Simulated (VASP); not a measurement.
# CdS (Hawleyite) (F-43m) in VASP: single point with PBE

Aim: the single point of CdS (Hawleyite) with PBE.

Everything below comes from runs of VASP 6.6.1. Logs are shortened: lines on timing, memory, paths and dates and some standing lists are left out, and cuts for length are marked.

## 1. The cell of the first run

Symmetry: F-43m, No. 216, cubic system. Conventional cell: a = 5.833 Å, b = 5.833 Å, c = 5.833 Å, α = 90.00°, β = 90.00°, γ = 90.00°. Cd (site symmetry -43m) has 4 S at 2.53 Å within 3.3 Å. Within 3.3 Å of S (site symmetry -43m) lie 4 Cd at 2.53 Å.

## 2. Single point, PBE

File INCAR:

```
ALGO = Normal ; EDIFF = 1E-6
ENCUT = 520 ; GGA = PE
ISIF = 2 ; ISMEAR = 0
LASPH = True ; LCHARG = True
LELF = True ; LREAL = False
LVHAR = True ; LWAVE = False
NBANDS = 16 ; NELM = 80
PREC = Accurate ; SIGMA = 0.01
```

File KPOINTS:

```
k-points
0
Gamma
  4 4 4
```

File POSCAR:

```
CdS
1.0
    0.0000000000      2.9165000000      2.9165000000
    2.9165000000      0.0000000000      2.9165000000
    2.9165000000      2.9165000000      0.0000000000
Cd S
1 1
Direct
    0.0000000000      0.0000000000      0.0000000000
    0.2500000000      0.2500000000      0.2500000000
```

Potentials or basis: VASP PAW PBE potentials, release 64 (Cd, S).

Started as:

```bash
cat potpaw_PBE.64/Cd/POTCAR potpaw_PBE.64/S/POTCAR > POTCAR
mpirun -np 1 vasp_std > vasp.out
```

OUTCAR:

```text
EDIFF = 1E-6
   ENCUT = 520
   GGA = PE
   ISIF = 2
   ISMEAR = 0
   LASPH = True
   LREAL = False
   NELM = 80
   PREC = Accurate

 ion  position               nearest neighbor table
   1  0.000  0.000  0.000-   2 2.53   2 2.53   2 2.53   2 2.53
   2  0.250  0.250  0.250-   1 2.53   1 2.53   1 2.53   1 2.53

  LATTYP: Found a face centered cubic cell.
 ALAT       =     5.8330000000

  Lattice vectors:

 A1 = (   0.0000000000,   2.9165000000,   2.9165000000)
 A2 = (   2.9165000000,   0.0000000000,   2.9165000000)
 A3 = (   2.9165000000,   2.9165000000,   0.0000000000)

Analysis of symmetry for initial positions (statically):
=====================================================================
 Subroutine PRICEL returns:
 Original cell was already a primitive cell.

 Routine SETGRP: Setting up the symmetry group for a
 face centered cubic supercell.

 Subroutine GETGRP returns: Found 24 space group operations
 (whereof 24 operations were pure point group operations)
 out of a pool of 48 trial point group operations.

The static configuration has the point symmetry T_d .

Analysis of symmetry for dynamics (positions and initial velocities):
=====================================================================
 Subroutine PRICEL returns:
 Original cell was already a primitive cell.

 Routine SETGRP: Setting up the symmetry group for a
 face centered cubic supercell.

 Subroutine GETGRP returns: Found 24 space group operations
 (whereof 24 operations were pure point group operations)
 out of a pool of 48 trial point group operations.

The dynamic configuration has the point symmetry T_d .

 Subroutine INISYM returns: Found 24 space group operations
 (whereof 24 operations are pure point group operations),
 and found     1 'primitive' translations

----------------------------------------------------------------------------------------

                                     Primitive cell

  volume of cell :      49.6153

  direct lattice vectors                    reciprocal lattice vectors
     0.000000000  2.916500000  2.916500000    -0.171438368  0.171438368  0.171438368
     2.916500000  0.000000000  2.916500000     0.171438368 -0.171438368  0.171438368
     2.916500000  2.916500000  0.000000000     0.171438368  0.171438368 -0.171438368

  length of vectors
     4.124553855  4.124553855  4.124553855     0.296939964  0.296939964  0.296939964

  position of ions in fractional coordinates (direct lattice)
[... 61 lines left out ...]
   NELM   =     80;   NELMIN=  2; NELMDL= -5     # of ELM steps
   EDIFF  = 0.1E-05   stopping-criterion for ELM
   LREAL  =      F    real-space projection
   EDIFFG = 0.1E-04   stopping-criterion for IOM
   NSW    =      0    number of steps for IOM
   IBRION =     -1    ionic relax: 0-MD 1-quasi-New 2-CG
   NFREE  =      0    steps in history (QN), initial steepest desc. (CG)
   ISIF   =      2    stress and relaxation
   ISYM   =      2    0-nonsym 1-usesym 2-fastsym
   POTIM  = 0.5000    time-step for ionic-motion
   TEBEG  =    0.0;   TEEND  =   0.0 temperature during run
   PSTRESS=    0.0 pullay stress
   NELECT =      18.0000    total number of electrons
   NUPDOWN=      -1.0000    fix difference up-down
   EMIN   =  10.00;   EMAX   =-10.00  energy-range for DOS
   EFERMI =   0.00;   METHOD = LEGACY
   ISMEAR =     0;   SIGMA  =   0.01  broadening in eV -4-tet -1-fermi 0-gaus
   EFERMI_NEDOS =   21; number of points for ismear=-14 and -15
   IALGO  =     38    algorithm
   IMIX   =      4    mixing-type and parameters
     AMIX     =   0.40;   BMIX     =  1.00
     AMIX_MAG =   1.60;   BMIX_MAG =  1.00
  volume/ion in A,a.u.               =      24.81       167.41
  Fermi-wavevector in a.u.,A,eV,Ry     =   1.167599  2.206442 18.548649  1.363287
  Thomas-Fermi vector in A             =   2.304097
   LORBIT       =      0    0 simple, 1 ext, 2 COOP (PROOUT), +10 PAW based schemes
   GGA     = PE    functional components
   LHFCALC =     F    Hartree Fock is set to
   AEXX    =    0.0000 exact exchange contribution
   IVDW    =     0    specifies the selected vdW correction
   LEPSILON=     F    determine dielectric tensor
   LRPA    =     F    only Hartree local field effects (RPA)
 non-spin polarized calculation
 Gauss-broadening in eV      SIGMA  =   0.01
  energy-cutoff  :      520.00
  volume of cell :       49.62
 maximum number of plane-waves:      1363
 NGX is ok and might be reduce to    32
   NGX = 15   NGY = 15   NGZ = 15

 number of electron      18.0000004 magnetization

 Free energy of the ion-electron system (eV)
  ---------------------------------------------------
  ext. energy  EPLUGINS =         0.00000000
  ---------------------------------------------------
  free energy    TOTEN  =        -6.08790846 eV

  energy without entropy =       -6.08790846  energy(sigma->0) =       -6.08790846

 E-fermi :   1.4363     XC(G=0):  -9.1404

 val. band max:        1.3373469661   @ k =   0.0000   0.0000   0.0000
 cond. band min:       2.4758717735   @ k =   0.0000   0.0000   0.0000
 fundamental gap:      1.1385248075
 Fermi energy:         1.4362984431

 k-point     1 :       0.0000    0.0000    0.0000
  band No.  band energies     occupation
      1     -11.0301      2.00000
      2      -6.4120      2.00000
      3      -6.4120      2.00000
      4      -6.4120      2.00000
      5      -5.9346      2.00000
      6      -5.9346      2.00000
[... 129 lines left out ...]
      3      -6.1605      2.00000
      4      -5.9735      2.00000
      5      -5.9270      2.00000
      6      -5.3011      2.00000
[... 8 lines left out ...]
     15      14.5496      0.00000
     16      14.6537      0.00000

------------------------ aborting loop because EDIFF is reached ----------------------------------------

  FORCE on cell =-STRESS in cart. coord.  units (eV):
  Direction    XX          YY          ZZ          XY          YZ          ZX
  --------------------------------------------------------------------------------------
  -------------------------------------------------------------------------------------
  Total        1.0428560      1.0428560      1.0428560      0.0000000      0.0000000      0.0000000
  in kB       33.6758812     33.6758812     33.6758812      0.0000000      0.0000000      0.0000000
  external PRESSURE =      33.6758812 kB  Pullay stress =       0.0000000 kB

 VOLUME and BASIS-vectors are now :
 -----------------------------------------------------------------------------
  energy-cutoff  :      520.00
  volume of cell :       49.62
      direct lattice vectors                 reciprocal lattice vectors
     0.000000000  2.916500000  2.916500000    -0.171438368  0.171438368  0.171438368
     2.916500000  0.000000000  2.916500000     0.171438368 -0.171438368  0.171438368
     2.916500000  2.916500000  0.000000000     0.171438368  0.171438368 -0.171438368

 POSITION                                       TOTAL-FORCE (eV/Angst)
 -----------------------------------------------------------------------------------
      0.00000      0.00000      0.00000         0.000000      0.000000      0.000000
      1.45825      1.45825      1.45825        -0.000000     -0.000000     -0.000000
 -----------------------------------------------------------------------------------
    total drift:                               -0.000000     -0.000000     -0.000000

  FREE ENERGIE OF THE ION-ELECTRON SYSTEM (eV)
  ---------------------------------------------------
  free  energy   TOTEN  =        -6.0879084562 eV

  energy  without entropy=       -6.0879084562  energy(sigma->0) =       -6.08790846
```

It took 16 s on 1 thread of Intel Xeon 8259CL, shared host; peak memory 0.17 GiB.

What came out:

| Property | Result |
| --- | --- |
| Free energy | -6.0879 eV |
| Pressure | 3.4 GPa |
| Band gap on the k mesh | 1.14 eV, direct |

Caveat: the k points lie up to 0.47 Å⁻¹ apart. A hybrid or GW would open this gap; PBE tends to underestimate it.
